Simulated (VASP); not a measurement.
Crystal: MnPdBrF2.

```
CELL_PARAMETERS angstrom
4.13190 0.00000 0.00000
0.00000 4.13190 0.00000
0.00000 0.00000 4.13190
ATOMIC_POSITIONS crystal
Mn 0.50000 0.50000 0.50000
Pd 0.00000 0.00000 0.00000
Br 0.00000 0.00000 0.50000
F 0.50000 0.00000 0.00000
F 0.00000 0.50000 0.00000
```

- Program: VASP 6.6.1
- Task: relaxation of cell and atoms
- Functional: PBE
- Potentials or basis: VASP PAW PBE potentials, release 64 (Mn_pv, Pd, Br, F)
- Cutoff: 600 eV
- k mesh: 4 × 4 × 4
- Occupations: gaussian, width 0.1 eV
- Spin: collinear spin, ferromagnetic start
- Starting moments: [4.0, 0.0, 0.0, 0.0, 0.0] μB

At the start: pressure 42.7 GPa; volume 14.11 Å³/atom.

**Question.** How do energy, volume and symmetry change on relaxing?

**Answer.** Over 9 steps the energy falls by 686.9 meV/atom and the volume is 18.35 Å³/atom (+30.1 %); space group P4/mmm (No. 123, to 0.1 Å) before and after; moment 4.66 μB per cell.

Step by step:
| step | energy change (eV) | largest force (eV/Å) | pressure (GPa) | volume (Å³) |
| --- | --- | --- | --- | --- |
| 1 | 0.0000 | 0.0000 | 42.74 | 70.54 |
| 2 | -2.5483 | 0.0000 | -9.48 | 114.34 |
| 3 | -3.3365 | 0.0000 | -0.34 | 93.28 |
| 4 | -3.3424 | 0.0000 | -2.12 | 95.71 |
| 5 | -3.3441 | 0.0000 | -1.67 | 95.08 |
| 6 | -3.4018 | 0.0000 | -0.39 | 92.82 |
| 7 | -3.4223 | 0.0000 | 1.07 | 90.67 |
| 8 | -3.4224 | 0.0000 | 1.29 | 90.39 |
| 9 | -3.4344 | 0.0000 | 0.11 | 91.75 |

Final structure:
```
CELL_PARAMETERS angstrom
4.19046 0.00000 0.00000
0.00000 4.19046 0.00000
0.00000 0.00000 5.22504
ATOMIC_POSITIONS crystal
Mn 0.50000 0.50000 0.50000
Pd 0.00000 0.00000 0.00000
Br 0.00000 0.00000 0.50000
F 0.50000 0.00000 0.00000
F 0.00000 0.50000 0.00000
```

Caveat: the k points lie up to 0.37 Å⁻¹ apart in the final cell; the volume moved by over 15 % at a fixed basis, so the end points are rough; a cell with one magnetic atom can't hold antiferromagnetic order, which such compounds often take.
